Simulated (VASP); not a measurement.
TiSi2: single point with PBEsol

Crystal: TiSi2.

```
Ti Si
1.0
     0.00000    4.09106    4.24805
     2.38088    0.00000    4.24805
     2.38088    4.09106    0.00000
Ti Si
2 4
Direct
  0.73110 0.76890 0.76890
  0.51890 0.48110 0.48110
  0.08087 0.43043 0.09147
  0.39724 0.09147 0.43043
  0.16913 0.81957 0.15853
  0.85276 0.15853 0.81957
```

This cell differs from its parent crystal: atoms displaced along a vibrational mode.

```
Program                : VASP 6.6.1
Task                   : single point
Functional             : PBEsol
Potentials or basis    : VASP PAW PBE potentials, release 64 (Ti_sv, Si)
Cutoff                 : 520 eV
k mesh                 : 14 × 14 × 14
Occupations            : gaussian, width 0.15 eV
Spin                   : no spin polarisation
Dipole correction      : no
Further INCAR settings : ALGO = Fast; EDIFF = 1e-06; NBANDS = 29
```

```
Pressure               : 1.0 GPa
Largest force          : 1.082 eV/Å
Band gap on the k mesh : zero (bands 20 and 21 overlap by 1.81 eV)
```

Forces in eV/Å, atoms in the order of the input:
```
Ti  -1.082  0.000  0.000
Ti   1.082  0.000  0.000
Si  -0.390 -0.068 -0.395
Si  -0.390  0.068  0.395
Si   0.390  0.068  0.395
Si   0.390 -0.068 -0.395
```

Stress tensor (GPa, compression positive):
```
0.39 0.00 0.00
0.00 0.01 2.59
0.00 2.59 2.69
```

Levels at points of the mesh, in eV from the Fermi level:
| k point | band 18 | band 19 | band 20 | band 21 | band 22 | band 23 |
| --- | --- | --- | --- | --- | --- | --- |
| (0.00, 0.00, 0.00) | -1.82 | -1.75 | -1.33 | -0.95 | 2.08 | 3.11 |
| (0.50, 0.00, 0.00) | -0.99 | -0.10 | 0.16 | 1.05 | 1.44 | 1.69 |
| (0.00, 0.00, 0.50) | -1.08 | -0.11 | 0.14 | 1.02 | 1.40 | 1.49 |
| (0.50, 0.50, 0.00) | -1.57 | -0.99 | -0.99 | 0.72 | 0.72 | 3.07 |
| (0.50, 0.00, 0.50) | -2.21 | -0.86 | -0.86 | 1.29 | 1.29 | 3.13 |
| (0.00, 0.50, 0.50) | -0.91 | -0.83 | -0.40 | 0.81 | 0.91 | 1.88 |

Run time: 2.1 h on 1 thread of Oxide Virtual Turin-like Processor (shared host), peak memory 1.3 GiB.

Caveat: the cell differs from its parent crystal (atoms displaced along a vibrational mode); the PAW data sets were made with another functional, which shifts forces and pressure a little.
